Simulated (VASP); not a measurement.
# Os (Fm-3m) in VASP: a series of runs, part 2 of 3

VASP 6.6.1.

## 3. Single point, PBEsol

Input file INCAR:

```
  PREC = Accurate
  ENCUT = 520
  EDIFF = 1E-6
  ISMEAR = 0
  SIGMA = 0.1
  LREAL = False
  LASPH = True
  NELM = 80
  ALGO = Normal
  ISIF = 2
  LWAVE = False
  LCHARG = False
  GGA = PS
  NBANDS = 10
```

Input file KPOINTS:

```
regular mesh
0
Gamma
  10 10 10
```

Input file POSCAR:

```
Os
1.0
    0.0000000000      1.9220413878      1.9220413878
    1.9220413878      0.0000000000      1.9220413878
    1.9220413878      1.9220413878      0.0000000000
Os
1
Direct
    0.0000000000      0.0000000000      0.0000000000
```

Potentials or basis: VASP PAW PBE potentials, release 64 (Os).

On the command line:

```console
> cat potpaw_PBE.64/Os/POTCAR > POTCAR
> mpirun -np 1 vasp_std > vasp.out
```

OUTCAR:

```text
PREC = Accurate
   ENCUT = 520
   EDIFF = 1E-6
   ISMEAR = 0
   LREAL = False
   LASPH = True
   NELM = 80
   ISIF = 2
   GGA = PS

 ion  position               nearest neighbor table
   1  0.000  0.000  0.000-

  LATTYP: Found a face centered cubic cell.
 ALAT       =     3.8440827756

  Lattice vectors:

 A1 = (   0.0000000000,   1.9220413878,   1.9220413878)
 A2 = (   1.9220413878,   0.0000000000,   1.9220413878)
 A3 = (   1.9220413878,   1.9220413878,   0.0000000000)

Analysis of symmetry for initial positions (statically):
=====================================================================
 Subroutine PRICEL returns:
 Original cell was already a primitive cell.

 Routine SETGRP: Setting up the symmetry group for a
 face centered cubic supercell.

 Subroutine GETGRP returns: Found 48 space group operations
 (whereof 48 operations were pure point group operations)
 out of a pool of 48 trial point group operations.

The static configuration has the point symmetry O_h .

Analysis of symmetry for dynamics (positions and initial velocities):
=====================================================================
 Subroutine PRICEL returns:
 Original cell was already a primitive cell.

 Routine SETGRP: Setting up the symmetry group for a
 face centered cubic supercell.

 Subroutine GETGRP returns: Found 48 space group operations
 (whereof 48 operations were pure point group operations)
 out of a pool of 48 trial point group operations.

The dynamic configuration has the point symmetry O_h .

 Subroutine INISYM returns: Found 48 space group operations
 (whereof 48 operations are pure point group operations),
 and found     1 'primitive' translations

----------------------------------------------------------------------------------------

                                     Primitive cell

  volume of cell :      14.2010

  direct lattice vectors                    reciprocal lattice vectors
     0.000000000  1.922041388  1.922041388    -0.260140080  0.260140080  0.260140080
     1.922041388  0.000000000  1.922041388     0.260140080 -0.260140080  0.260140080
     1.922041388  1.922041388  0.000000000     0.260140080  0.260140080 -0.260140080

  length of vectors
     2.718176998  2.718176998  2.718176998     0.450575835  0.450575835  0.450575835

  position of ions in fractional coordinates (direct lattice)
     0.000000000  0.000000000  0.000000000

  ion indices of the primitive-cell ions
   primitive index   ion index
                 1           1

----------------------------------------------------------------------------------------

 KPOINTS: regular mesh

Automatic generation of k-mesh.
 Grid dimensions read from file:
 generate k-points for:   10   10   10

 Generating k-lattice:

  Cartesian coordinates                     Fractional coordinates (reciprocal lattice)
    -0.026014008  0.026014008  0.026014008     0.100000000  0.000000000  0.000000000
     0.026014008 -0.026014008  0.026014008     0.000000000  0.100000000  0.000000000
     0.026014008  0.026014008 -0.026014008     0.000000000  0.000000000  0.100000000

  Length of vectors
     0.045057584  0.045057584  0.045057584

  Shift w.r.t. Gamma in fractional coordinates (k-lattice)
     0.000000000  0.000000000  0.000000000

 Subroutine IBZKPT returns following result:
 ===========================================

 Found     47 irreducible k-points:

 Following reciprocal coordinates:
            Coordinates               Weight
  0.000000  0.000000  0.000000      1.000000
  0.100000  0.000000  0.000000      8.000000
  0.200000  0.000000  0.000000      8.000000
  0.300000  0.000000  0.000000      8.000000
  0.400000  0.000000  0.000000      8.000000
  0.500000  0.000000  0.000000      4.000000
[... 16 lines left out ...]
  0.300000  0.300000  0.000000      6.000000
  0.400000  0.300000  0.000000     24.000000
 [... further k-points ...]
   k-points           NKPTS =     47   k-points in BZ     NKDIM =     47   number of bands    NBANDS=     10
   number of dos      NEDOS =    301   number of ions     NIONS =      1
   total plane-waves  NPLWV =   8000
   dimension x,y,z NGX =    20 NGY =   20 NGZ =   20
   dimension x,y,z NGXF=    40 NGYF=   40 NGZF=   40
   ions per type =               1
   NGX,Y,Z   is equivalent  to a cutoff of  12.23, 12.23, 12.23 a.u.
   NGXF,Y,Z  is equivalent  to a cutoff of  24.46, 24.46, 24.46 a.u.
 SYSTEM =  unknown system
   PREC   = accura    normal or accurate (medium, high low for compatibility)
   ISTART =      0    job   : 0-new  1-cont  2-samecut
   ICHARG =      2    charge: 1-file 2-atom 10-const
   ISPIN  =      1    spin polarized calculation?
   LNONCOLLINEAR =      F non collinear calculations
   LSORBIT =      F    spin-orbit coupling
   LASPH  =      T    aspherical Exc in radial PAW
   ENCUT  =  520.0 eV  38.22 Ry    6.18 a.u.   5.05  5.05  5.05*2*pi/ulx,y,z
   NELM   =     80;   NELMIN=  2; NELMDL= -5     # of ELM steps
   EDIFF  = 0.1E-05   stopping-criterion for ELM
   LREAL  =      F    real-space projection
   EDIFFG = 0.1E-04   stopping-criterion for IOM
   NSW    =      0    number of steps for IOM
   IBRION =     -1    ionic relax: 0-MD 1-quasi-New 2-CG
   NFREE  =      0    steps in history (QN), initial steepest desc. (CG)
   ISIF   =      2    stress and relaxation
   ISYM   =      2    0-nonsym 1-usesym 2-fastsym
   POTIM  = 0.5000    time-step for ionic-motion
   TEBEG  =    0.0;   TEEND  =   0.0 temperature during run
   PSTRESS=    0.0 pullay stress
   NELECT =       8.0000    total number of electrons
   NUPDOWN=      -1.0000    fix difference up-down
   EMIN   =  10.00;   EMAX   =-10.00  energy-range for DOS
   EFERMI =   0.00;   METHOD = LEGACY
   ISMEAR =     0;   SIGMA  =   0.10  broadening in eV -4-tet -1-fermi 0-gaus
   EFERMI_NEDOS =   21; number of points for ismear=-14 and -15
   IALGO  =     38    algorithm
   IMIX   =      4    mixing-type and parameters
     AMIX     =   0.40;   BMIX     =  1.00
     AMIX_MAG =   1.60;   BMIX_MAG =  1.00
  volume/ion in A,a.u.               =      14.20        95.83
  Fermi-wavevector in a.u.,A,eV,Ry     =   1.352069  2.555039 24.872671  1.828090
  Thomas-Fermi vector in A             =   2.479438
   LORBIT       =      0    0 simple, 1 ext, 2 COOP (PROOUT), +10 PAW based schemes
   GGA     = PS    functional components
   LHFCALC =     F    Hartree Fock is set to
   AEXX    =    0.0000 exact exchange contribution
   IVDW    =     0    specifies the selected vdW correction
   LEPSILON=     F    determine dielectric tensor
   LRPA    =     F    only Hartree local field effects (RPA)
 non-spin polarized calculation
 Gauss-broadening in eV      SIGMA  =   0.10
  energy-cutoff  :      520.00
  volume of cell :       14.20
 maximum number of plane-waves:       392
   NGX = 11   NGY = 11   NGZ = 11

 number of electron       8.0000000 magnetization

 Free energy of the ion-electron system (eV)
  ---------------------------------------------------
  ext. energy  EPLUGINS =         0.00000000
  ---------------------------------------------------
  free energy    TOTEN  =       -12.05917237 eV

  energy without entropy =      -12.05067123  energy(sigma->0) =      -12.05492180

 E-fermi :   9.0158     XC(G=0): -14.0650

 val. band max:        9.0108955895   @ k =   0.4000   0.2000   0.1000
 cond. band min:       9.0226811680   @ k =   0.0000   0.0000   0.0000
 fundamental gap:      0.0117855785
 Fermi energy:         9.0158009799

 k-point     1 :       0.0000    0.0000    0.0000
  band No.  band energies     occupation
      1      -1.7817      2.00000
      2       6.0127      2.00000
      3       6.0127      2.00000
      4       6.0127      2.00000
      5       9.0227      0.92249
      6       9.0227      0.92248
      7      23.2257      0.00000
      8      28.9576      0.00000
      9      28.9576      0.00000
     10      28.9576      0.00000
[... 287 lines left out ...]
 k-point    24 :       0.4000    0.3000    0.0000
  band No.  band energies     occupation
      1       2.1412      2.00000
      2       3.0158      2.00000
      3       7.1312      2.00000
      4       9.3443      0.00000
      5      11.0377      0.00000
      6      11.2438      0.00000
      7      22.6594      0.00000
      8      24.8335      0.00000
      9      26.2249      0.00000
     10      30.8154      0.00000

 [... further k-points ...]

------------------------ aborting loop because EDIFF is reached ----------------------------------------

  FORCE on cell =-STRESS in cart. coord.  units (eV):
  Direction    XX          YY          ZZ          XY          YZ          ZX
  --------------------------------------------------------------------------------------
  -------------------------------------------------------------------------------------
  Total       -0.5823038     -0.5823038     -0.5823038      0.0000000      0.0000000      0.0000000
  in kB      -65.6964601    -65.6964601    -65.6964601      0.0000000      0.0000000      0.0000000
  external PRESSURE =     -65.6964601 kB  Pullay stress =       0.0000000 kB

 VOLUME and BASIS-vectors are now :
 -----------------------------------------------------------------------------
  energy-cutoff  :      520.00
  volume of cell :       14.20
      direct lattice vectors                 reciprocal lattice vectors
     0.000000000  1.922041388  1.922041388    -0.260140080  0.260140080  0.260140080
     1.922041388  0.000000000  1.922041388     0.260140080 -0.260140080  0.260140080
     1.922041388  1.922041388  0.000000000     0.260140080  0.260140080 -0.260140080

 POSITION                                       TOTAL-FORCE (eV/Angst)
 -----------------------------------------------------------------------------------
      0.00000      0.00000      0.00000         0.000000     -0.000000      0.000000
 -----------------------------------------------------------------------------------
    total drift:                               -0.000000     -0.000000     -0.000000

  FREE ENERGIE OF THE ION-ELECTRON SYSTEM (eV)
  ---------------------------------------------------
  free  energy   TOTEN  =       -12.0591723672 eV

  energy  without entropy=      -12.0506712287  energy(sigma->0) =      -12.05492180
```

OSZICAR:

```text
N       E                     dE             d eps       ncg     rms          rms(c)
DAV:   1     0.363027782458E+02    0.36303E+02   -0.41598E+03   956   0.742E+02
DAV:   2    -0.117896523999E+02   -0.48092E+02   -0.44908E+02   964   0.202E+02
DAV:   3    -0.128358173868E+02   -0.10462E+01   -0.10408E+01  1092   0.283E+01
DAV:   4    -0.128386829706E+02   -0.28656E-02   -0.28651E-02   992   0.159E+00
DAV:   5    -0.128386932448E+02   -0.10274E-04   -0.10275E-04  1046   0.904E-02    0.167E+01
DAV:   6    -0.122256932124E+02    0.61300E+00   -0.69465E-01  1114   0.659E+00    0.729E+00
DAV:   7    -0.120636789362E+02    0.16201E+00   -0.45970E-01  1148   0.508E+00    0.470E-01
DAV:   8    -0.120618422595E+02    0.18367E-02   -0.20172E-03   968   0.368E-01    0.451E-01
DAV:   9    -0.120591894213E+02    0.26528E-02   -0.18776E-03  1038   0.478E-01    0.322E-02
DAV:  10    -0.120591805572E+02    0.88641E-05   -0.37812E-05  1078   0.475E-02    0.797E-03
DAV:  11    -0.120591723073E+02    0.82499E-05   -0.19897E-06   974   0.192E-02    0.150E-03
DAV:  12    -0.120591723672E+02   -0.59852E-07   -0.86240E-09   494   0.783E-04
   1 F= -.12059172E+02 E0= -.12054922E+02  d E =-.850114E-02
```

Run time: 9.1 s. Hardware: 1 thread of AMD EPYC 7R13, shared host; peak memory 0.1 GiB.

What came out:

| Item | Value |
| --- | --- |
| Free energy | -12.0592 eV |
| Pressure | -6.6 GPa |
| Band gap on the k mesh | zero (band 4 reaches 11.36 eV, above the bottom of band 5 at 7.44 eV) |

Caveat: the PAW data sets were made with another functional, which shifts forces and pressure a little; spin-orbit coupling is left out, which moves the levels of the heavy elements.

## 4. Single point, PBE

Input file INCAR:

```
SYSTEM = Os
PREC     = Accurate       ! precision mode
ENCUT    = 520            ! plane-wave cutoff, eV
EDIFF    = 1E-7           ! SCF threshold, eV
ISMEAR   = -4             ! smearing method
SIGMA    = 0.1            ! smearing width, eV
LREAL    = .FALSE.        ! projectors in reciprocal space
LASPH    = .TRUE.         ! aspherical terms in the spheres
NELM     = 100            ! most SCF steps
ALGO     = Normal         ! electronic algorithm
ISIF     = 2              ! what is computed and relaxed
LWAVE    = .FALSE.        ! write WAVECAR
LCHARG   = .FALSE.        ! write CHGCAR
GGA      = PE             ! functional
NBANDS   = 10             ! bands
```

Input file KPOINTS:

```
Automatic mesh
0
G
  10 10 10
  0 0 0
```

POSCAR is that of step 3.

Potentials or basis: VASP PAW PBE potentials, release 64 (Os).

On the command line:

```console
> cat potpaw_PBE.64/Os/POTCAR > POTCAR
> mpirun -np 1 vasp_std > vasp.out
```

OUTCAR:

```text
SYSTEM = Os
   PREC = Accurate
   ENCUT = 520
   EDIFF = 1E-7
   ISMEAR = -4
   LREAL = .FALSE.
   LASPH = .TRUE.
   NELM = 100
   ISIF = 2
   GGA = PE

 ion  position               nearest neighbor table
   1  0.000  0.000  0.000-

  LATTYP: Found a face centered cubic cell.
 ALAT       =     3.8440827756

  Lattice vectors:

 A1 = (   0.0000000000,   1.9220413878,   1.9220413878)
 A2 = (   1.9220413878,   0.0000000000,   1.9220413878)
[... 493 lines left out ...]
     10      31.0086      0.00000

 [... further k-points ...]

------------------------ aborting loop because EDIFF is reached ----------------------------------------

  FORCE on cell =-STRESS in cart. coord.  units (eV):
  Direction    XX          YY          ZZ          XY          YZ          ZX
  --------------------------------------------------------------------------------------
  -------------------------------------------------------------------------------------
  Total        0.4865083      0.4865083      0.4865083      0.0000000      0.0000000      0.0000000
  in kB       54.8886577     54.8886577     54.8886577      0.0000000      0.0000000      0.0000000
  external PRESSURE =      54.8886577 kB  Pullay stress =       0.0000000 kB

 VOLUME and BASIS-vectors are now :
 -----------------------------------------------------------------------------
  energy-cutoff  :      520.00
  volume of cell :       14.20
      direct lattice vectors                 reciprocal lattice vectors
     0.000000000  1.922041388  1.922041388    -0.260140080  0.260140080  0.260140080
     1.922041388  0.000000000  1.922041388     0.260140080 -0.260140080  0.260140080
     1.922041388  1.922041388  0.000000000     0.260140080  0.260140080 -0.260140080

 POSITION                                       TOTAL-FORCE (eV/Angst)
 -----------------------------------------------------------------------------------
      0.00000      0.00000      0.00000         0.000000     -0.000000     -0.000000
 -----------------------------------------------------------------------------------
    total drift:                               -0.000000     -0.000000     -0.000000

  FREE ENERGIE OF THE ION-ELECTRON SYSTEM (eV)
  ---------------------------------------------------
  free  energy   TOTEN  =       -11.0053731874 eV

  energy  without entropy=      -11.0053731874  energy(sigma->0) =      -11.00537319
```

OSZICAR:

```text
N       E                     dE             d eps       ncg     rms          rms(c)
DAV:   1     0.380356691753E+02    0.38036E+02   -0.41582E+03   948   0.742E+02
DAV:   2    -0.106487313230E+02   -0.48684E+02   -0.46417E+02   964   0.204E+02
DAV:   3    -0.117068225504E+02   -0.10581E+01   -0.10543E+01  1092   0.285E+01
DAV:   4    -0.117097103112E+02   -0.28878E-02   -0.28875E-02   990   0.161E+00
DAV:   5    -0.117097207534E+02   -0.10442E-04   -0.10442E-04  1046   0.915E-02    0.161E+01
DAV:   6    -0.111676137507E+02    0.54211E+00   -0.58309E-01  1114   0.606E+00    0.729E+00
DAV:   7    -0.110095194254E+02    0.15809E+00   -0.42195E-01  1150   0.488E+00    0.427E-01
DAV:   8    -0.110072140381E+02    0.23054E-02   -0.19706E-03   972   0.361E-01    0.339E-01
DAV:   9    -0.110053878741E+02    0.18262E-02   -0.10870E-03  1036   0.352E-01    0.162E-02
DAV:  10    -0.110053793739E+02    0.85002E-05   -0.13033E-05  1028   0.262E-02    0.719E-03
DAV:  11    -0.110053732863E+02    0.60877E-05   -0.13241E-06  1018   0.173E-02    0.298E-03
DAV:  12    -0.110053731526E+02    0.13367E-06   -0.58510E-09   528   0.706E-04    0.759E-04
DAV:  13    -0.110053731874E+02   -0.34860E-07   -0.14229E-09   498   0.413E-04
   1 F= -.11005373E+02 E0= -.11005373E+02  d E =0.000000E+00
```

stdout:

```text
POSCAR found type information on POSCAR Os
 POSCAR found :  1 types and       1 ions
 scaLAPACK will be used
 LDA part: xc-table for (Slater+PW92), standard interpolation
 POSCAR, INCAR and KPOINTS ok, starting setup
 FFT: planning ... GRIDC
 FFT: planning ... GRID_SOFT
 FFT: planning ... GRID
 WAVECAR not read
 entering main loop
 -----------------------------------------------------------------------------
|                                                                             |
|           W    W    AA    RRRRR   N    N  II  N    N   GGGG   !!!           |
|           W    W   A  A   R    R  NN   N  II  NN   N  G    G  !!!           |
|           W    W  A    A  R    R  N N  N  II  N N  N  G       !!!           |
|           W WW W  AAAAAA  RRRRR   N  N N  II  N  N N  G  GGG   !            |
|           WW  WW  A    A  R   R   N   NN  II  N   NN  G    G                |
|           W    W  A    A  R    R  N    N  II  N    N   GGGG   !!!           |
|                                                                             |
|     Tetrahedron method does not include variations of the Fermi             |
|     occupations, so forces and stress will be inaccurate. We suggest        |
|     using a different smearing scheme ISMEAR = 1 or 2 for metals in         |
|     relaxations.                                                            |
|                                                                             |
 -----------------------------------------------------------------------------
```

Run time: 11 s. Hardware: 1 thread of AMD EPYC 7R13, shared host; peak memory 0.1 GiB.

What came out:

```yaml
Free_energy: -11.0054 eV
Pressure: 5.5 GPa
Band_gap_on_the_k_mesh: zero (band 4 reaches 11.49 eV, above the bottom of band 5 at 7.60 eV)
```

Levels at points of the mesh, in eV from the Fermi level:
```
           k point  band 2  band 3  band 4  band 5  band 6  band 7
(0.00, 0.00, 0.00)   -2.94   -2.94   -2.94    0.04    0.04   14.25
(0.50, 0.00, 0.00)   -3.10   -3.10   -0.22    2.40    2.40    8.83
(0.50, 0.50, 0.00)   -6.75    2.32    2.36    3.07    3.07   12.07
```

Caveat: spin-orbit coupling is left out, which moves the levels of the heavy elements.

(Part 2 of 3 ends here.)
